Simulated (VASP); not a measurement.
# SrCl2 (Fm-3m) in VASP: elastic constants with LDA

Aim: the elastic constants of SrCl2 with LDA.

Everything below comes from runs of VASP 6.6.1. Logs are shortened: lines on timing, memory, paths and dates and some standing lists are left out, and cuts for length are marked.

**1. The cell of the first run**

The structure is cubic, space group Fm-3m (No. 225). Conventional cell: a = 6.793 Å, b = 6.793 Å, c = 6.793 Å, α = 90.00°, β = 90.00°, γ = 90.00°. Sr (site symmetry m-3m) has 8 Cl at 2.94 Å within 3.9 Å. Within 3.9 Å of Cl (site symmetry -43m) lie 4 Sr at 2.94 Å and 6 Cl at 3.40 Å.

**2. Elastic constants, LDA**

INCAR reads:

```
SYSTEM = SrCl2
PREC     = Accurate       ! precision mode
ENCUT    = 600            ! plane-wave cutoff, eV
EDIFF    = 1E-8           ! SCF threshold, eV
ISMEAR   = 0              ! smearing method
SIGMA    = 0.01           ! smearing width, eV
LREAL    = .FALSE.        ! projectors in reciprocal space
LASPH    = .TRUE.         ! aspherical terms in the spheres
NELM     = 100            ! most SCF steps
ALGO     = Normal         ! electronic algorithm
ISIF     = 3              ! what is computed and relaxed
LWAVE    = .FALSE.        ! write WAVECAR
LCHARG   = .FALSE.        ! write CHGCAR
GGA      = CA             ! functional
IBRION   = 6              ! ionic algorithm
NFREE    = 2            
POTIM    = 0.015          ! step
NSW      = 1              ! ionic steps
```

KPOINTS reads:

```
Automatic mesh
0
G
  6 6 6
  0 0 0
```

POSCAR reads:

```
SrCl2
1.0
    0.0000000000      3.3965000000      3.3965000000
    3.3965000000      0.0000000000      3.3965000000
    3.3965000000      3.3965000000      0.0000000000
Sr Cl
1 2
Direct
    0.0000000000      0.0000000000      0.0000000000
    0.2500000000      0.2500000000      0.2500000000
    0.7500000000      0.7500000000      0.7500000000
```

Potentials or basis: VASP PAW LDA potentials, release 64 (Sr_sv, Cl).

The run is started by

```sh
> cat potpaw_LDA.64/Sr_sv/POTCAR potpaw_LDA.64/Cl/POTCAR > POTCAR
> mpirun -np 1 vasp_std > vasp.out
```

OUTCAR:

```text
SYSTEM = SrCl2
   PREC = Accurate
   ENCUT = 600
   EDIFF = 1E-8
   ISMEAR = 0
   LREAL = .FALSE.
   LASPH = .TRUE.
   NELM = 100
   ISIF = 3
   GGA = CA
   IBRION = 6
   NFREE = 2
   POTIM = 0.015
   NSW = 1

 ion  position               nearest neighbor table
   1  0.000  0.000  0.000-   3 2.94   3 2.94   3 2.94   2 2.94   3 2.94   2 2.94   2 2.94   2 2.94

   2  0.250  0.250  0.250-   1 2.94   1 2.94   1 2.94   1 2.94
   3  0.750  0.750  0.750-   1 2.94   1 2.94   1 2.94   1 2.94

  LATTYP: Found a face centered cubic cell.
 ALAT       =     6.7930000000

  Lattice vectors:

 A1 = (   0.0000000000,   3.3965000000,   3.3965000000)
 A2 = (   3.3965000000,   0.0000000000,   3.3965000000)
 A3 = (   3.3965000000,   3.3965000000,   0.0000000000)

Analysis of symmetry for initial positions (statically):
=====================================================================
 Subroutine PRICEL returns:
 Original cell was already a primitive cell.

 Routine SETGRP: Setting up the symmetry group for a
 face centered cubic supercell.

 Subroutine GETGRP returns: Found 48 space group operations
 (whereof 48 operations were pure point group operations)
 out of a pool of 48 trial point group operations.

The static configuration has the point symmetry O_h .

Analysis of symmetry for dynamics (positions and initial velocities):
=====================================================================
 Subroutine PRICEL returns:
 Original cell was already a primitive cell.

 Routine SETGRP: Setting up the symmetry group for a
 face centered cubic supercell.

 Subroutine GETGRP returns: Found 48 space group operations
 (whereof 48 operations were pure point group operations)
 out of a pool of 48 trial point group operations.

The dynamic configuration has the point symmetry O_h .

 Subroutine INISYM returns: Found 48 space group operations
 (whereof 48 operations are pure point group operations),
 and found     1 'primitive' translations

----------------------------------------------------------------------------------------

                                     Primitive cell

  volume of cell :      78.3655

  direct lattice vectors                    reciprocal lattice vectors
     0.000000000  3.396500000  3.396500000    -0.147210364  0.147210364  0.147210364
     3.396500000  0.000000000  3.396500000     0.147210364 -0.147210364  0.147210364
     3.396500000  3.396500000  0.000000000     0.147210364  0.147210364 -0.147210364

  length of vectors
     4.803376365  4.803376365  4.803376365     0.254975829  0.254975829  0.254975829

  position of ions in fractional coordinates (direct lattice)
     0.000000000  0.000000000  0.000000000
     0.250000000  0.250000000  0.250000000
     0.750000000  0.750000000  0.750000000

  ion indices of the primitive-cell ions
   primitive index   ion index
                 1           1
                 2           2
                 3           3

----------------------------------------------------------------------------------------

 KPOINTS: Automatic mesh

Automatic generation of k-mesh.
 Grid dimensions read from file:
 generate k-points for:    6    6    6
[... 96 lines left out ...]

 number of electron      24.0000001 magnetization

 Free energy of the ion-electron system (eV)
  ---------------------------------------------------
  ext. energy  EPLUGINS =         0.00000000
  ---------------------------------------------------
  free energy    TOTEN  =       -14.07772244 eV

  energy without entropy =      -14.07772244  energy(sigma->0) =      -14.07772244

------------------------ aborting loop because EDIFF is reached ----------------------------------------

  FORCE on cell =-STRESS in cart. coord.  units (eV):
  Direction    XX          YY          ZZ          XY          YZ          ZX
  --------------------------------------------------------------------------------------
  -------------------------------------------------------------------------------------
  Total        0.1779555      0.1779555      0.1779555     -0.0000000      0.0000000     -0.0000000
  in kB        3.6382888      3.6382888      3.6382888     -0.0000000      0.0000000     -0.0000000
  external PRESSURE =       3.6382888 kB  Pullay stress =       0.0000000 kB
[... 92 lines left out ...]
  FREE ENERGIE OF THE ION-ELECTRON SYSTEM (eV)
  ---------------------------------------------------
  free  energy   TOTEN  =       -14.0703113854 eV

  energy  without entropy=      -14.0703113854  energy(sigma->0) =      -14.07031139

[... ionic steps 4 to 14 ...]

--------------------------------------- Ionic step       15  -------------------------------------------

 number of electron      24.0000001 magnetization

------------------------ aborting loop because EDIFF is reached ----------------------------------------
[... 69 lines left out ...]
--------------------------------------- Ionic step       17  -------------------------------------------

 number of electron      24.0000001 magnetization

 Free energy of the ion-electron system (eV)
  ---------------------------------------------------
  ext. energy  EPLUGINS =         0.00000000
  ---------------------------------------------------
  free energy    TOTEN  =       -14.07734451 eV

  energy without entropy =      -14.07734451  energy(sigma->0) =      -14.07734451

 E-fermi :   0.5997     XC(G=0):  -9.1430

 val. band max:        0.5234827261   @ k =   0.0000   0.5000   0.5000
 cond. band min:       5.6151421176   @ k =   0.0000   0.5000   0.5000
 fundamental gap:      5.0916593915
 Fermi energy:         0.5996540826

 k-point     1 :       0.0000    0.0000    0.0000
  band No.  band energies     occupation
      1     -31.9370      2.00000
      2     -14.0799      2.00000
      3     -14.0791      2.00000
      4     -14.0781      2.00000
      5     -12.9805      2.00000
      6     -11.9169      2.00000
[... 433 lines left out ...]
      3     -14.2028      2.00000
      4     -14.1100      2.00000
      5     -12.3430      2.00000
      6     -11.9478      2.00000
[... 8 lines left out ...]
     15       7.8975      0.00000
     16       8.4009      0.00000

 [... further k-points ...]
[... 5 lines left out ...]
  --------------------------------------------------------------------------------------
  -------------------------------------------------------------------------------------
  Total        0.1803653      0.1794027      0.1794027      0.0000000      0.0521269      0.0000000
  in kB        3.6875572      3.6678762      3.6678762      0.0000000      1.0657305      0.0000000
  external PRESSURE =       3.6744365 kB  Pullay stress =       0.0000000 kB
[... 18 lines left out ...]
  FREE ENERGIE OF THE ION-ELECTRON SYSTEM (eV)
  ---------------------------------------------------
  free  energy   TOTEN  =       -14.0773445059 eV

  energy  without entropy=      -14.0773445059  energy(sigma->0) =      -14.07734451

 INTERNAL STRAIN TENSORS FROM STRAINED CELLS
 ============================================

 INTERNAL STRAIN TENSOR FOR ION    1 for displacements in x,y,z  (eV/Angst):
          X           Y           Z          XY          YZ          ZX
  --------------------------------------------------------------------------------
  x     0.00000     0.00000    -0.00000     0.00000    -0.00000     0.00000
  y     0.00000    -0.00000    -0.00000     0.00000    -0.00000     0.00000
  z    -0.00000     0.00000     0.00000     0.00000    -0.00000     0.00000

 INTERNAL STRAIN TENSORS FROM DISPLACED ATOMS
 ============================================

 INTERNAL STRAIN TENSOR FOR ION    1 for displacements in x,y,z  (eV/Angst):
          X           Y           Z          XY          YZ          ZX
  --------------------------------------------------------------------------------
  x     0.00000     0.00000     0.00000     0.00000     0.00000     0.00000
  y     0.00000     0.00000     0.00000     0.00000     0.00000     0.00000
  z     0.00000     0.00000     0.00000     0.00000     0.00000     0.00000

 INTERNAL STRAIN TENSOR FOR ION    3 for displacements in x,y,z  (eV/Angst):
          X           Y           Z          XY          YZ          ZX
  --------------------------------------------------------------------------------
  x     0.00000     0.00000     0.00000     0.00000     3.47653     0.00000
  y     0.00000    -0.00000     0.00000     0.00000     0.00000     3.47653
  z     0.00000     0.00000     0.00000     3.47653     0.00000     0.00000

 Eigenvectors and eigenvalues of the dynamical matrix
 ----------------------------------------------------

   1 f  =    5.811262 THz    36.513233 2PiTHz  193.842819 cm-1    24.033436 meV
             X         Y         Z           dx          dy          dz
      0.000000  0.000000  0.000000    -0.000000   -0.000000   -0.000000
      1.698250  1.698250  1.698250    -0.645082    0.084439    0.277020
      5.094750  5.094750  5.094750     0.645082   -0.084439   -0.277020
[... 43 lines left out ...]
   9 f/i=    0.001590 THz     0.009989 2PiTHz    0.053029 cm-1     0.006575 meV
             X         Y         Z           dx          dy          dz
      0.000000  0.000000  0.000000    -0.130295   -0.267340   -0.681129
      1.698250  1.698250  1.698250    -0.082937   -0.170169   -0.433557
      5.094750  5.094750  5.094750    -0.082937   -0.170169   -0.433557

--------------------------------------------------------------------------------------------------------

 ELASTIC MODULI CONTR FROM IONIC RELAXATION (kBar)
 Direction    XX          YY          ZZ          XY          YZ          ZX
 --------------------------------------------------------------------------------
 XX          -0.0000     -0.0000     -0.0000     -0.0000     -0.0000     -0.0000
 YY          -0.0000     -0.0000     -0.0000     -0.0000     -0.0000      0.0000
 ZZ          -0.0000     -0.0000     -0.0000     -0.0000     -0.0000     -0.0000
 XY          -0.0000     -0.0000     -0.0000   -100.8826     -0.0000     -0.0000
 YZ          -0.0000     -0.0000     -0.0000     -0.0000   -100.8826     -0.0000
 ZX          -0.0000      0.0000     -0.0000     -0.0000     -0.0000   -100.8826
 --------------------------------------------------------------------------------

 TOTAL ELASTIC MODULI (kBar)
 Direction    XX          YY          ZZ          XY          YZ          ZX
 --------------------------------------------------------------------------------
 XX         832.4546    265.5769    265.5769      0.0000     -0.0000      0.0000
 YY         265.5769    832.4546    265.5769      0.0000      0.0000      0.0000
 ZZ         265.5769    265.5769    832.4546     -0.0000     -0.0000     -0.0000
 XY           0.0000      0.0000     -0.0000    118.2581     -0.0000     -0.0000
 YZ          -0.0000      0.0000     -0.0000     -0.0000    118.2581     -0.0000
 ZX           0.0000      0.0000     -0.0000     -0.0000     -0.0000    118.2581
 --------------------------------------------------------------------------------
```

Run time: 18 min. Hardware: 1 thread of AMD EPYC 7R13 (Zen 3), shared host; peak memory 0.28 GiB.

What came out:

```
Elastic constants C11, C12, C44                         : 83, 27, 12 GPa
Voigt bulk modulus                                      : 45 GPa
Highest phonon frequency at Γ, LO-TO splitting left out : 194 cm⁻¹
```

Phonon frequencies in cm⁻¹ (negative: imaginary):
| q point | frequencies |
| --- | --- |
| (0.000, 0.000, 0.000) | 0 0 0 159 159 159 194 194 194 |

Elastic tensor in Voigt notation (GPa, in the Cartesian axes of the cell as first typed):
```
83 27 27  0  0  0
27 83 27  0  0  0
27 27 83  0  0  0
 0  0  0 12  0  0
 0  0  0  0 12  0
 0  0  0  0  0 12
```

Clamped-ion elastic tensor (GPa):
```
83 27 27  0  0  0
27 83 27  0  0  0
27 27 83  0  0  0
 0  0  0 22  0  0
 0  0  0  0 22  0
 0  0  0  0  0 22
```
